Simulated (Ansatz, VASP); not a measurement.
**One calculation of Na2S, two programs**

The input INCAR:

```
SYSTEM = Na2S
PREC = Accurate
ENCUT = 500
EDIFF = 1E-6
ISMEAR = 0
SIGMA = 0.05
LREAL = .False.
LASPH = .True.
NELM = 120
ALGO = Normal
ISIF = 2
LWAVE = .False.
LCHARG = .True.
GGA = PE
IVDW = 12
LELF = .True.
LVHAR = .True.
NBANDS = 17
GGA_COMPAT = .False.
```

KPOINTS

```
regular mesh
0
Gamma
  6 6 6
  0 0 0
```

The input POSCAR:

```
Na2S
1.0
    0.0000000000      3.1986742527      3.1986742527
    3.1986742527      0.0000000000      3.1986742527
    3.1986742527      3.1986742527      0.0000000000
Na S
2 1
Direct
    0.2500000000      0.2500000000      0.2500000000
    0.7500000000      0.7500000000      0.7500000000
    0.0000000000      0.0000000000      0.0000000000
```

Input for Ansatz:

```yaml
crystal:
  lattice:
    - [0.0, 3.1986742527, 3.1986742527]
    - [3.1986742527, 0.0, 3.1986742527]
    - [3.1986742527, 3.1986742527, 0.0]
  atoms:
    - { symbol: Na, position: [0.25, 0.25, 0.25] }
    - { symbol: Na, position: [0.75, 0.75, 0.75] }
    - { symbol: S, position: [0.0, 0.0, 0.0] }
basis:
  ecutwfc: 420
  ecutrho_ratio: 4
kpoints:
  mp_grid: { grid: [6, 6, 6] }
hamiltonian:
  xc: pbe
  dispersion: d3bj
scf:
  occupations: { method: gaussian, width: 0.05 }
output:
  forces: true
  stress: true
  eigenvalues: true
```

Alike in both runs: task single point; functional PBE; dispersion D3(BJ); k mesh 6 × 6 × 6; occupations gaussian, width 0.05 eV; no spin polarisation.

|  | VASP | Ansatz |
| --- | --- | --- |
| version | VASP 6.6.1 | Ansatz 0.2.0 |
| potentials or method | VASP PAW PBE potentials, release 64 (Na_pv, S), cutoff 500 eV | scalar-relativistic, plane waves, PAW |
| valence electrons in the cell | 20 | 24 |

|  | VASP | Ansatz | Ansatz less VASP |
| --- | --- | --- | --- |
| gap on the k mesh at the Fermi level (eV) | 2.71 | 2.71 | +0.003 |
| least direct gap on the mesh (eV) | 2.71 | 2.71 | +0.003 |
| pressure (GPa) | 0.7 | 0.7 | -0.02 |

VASP's potentials hold 20 valence electrons a cell and Ansatz's 24, so a difference there can come from the potentials and not from the codes.
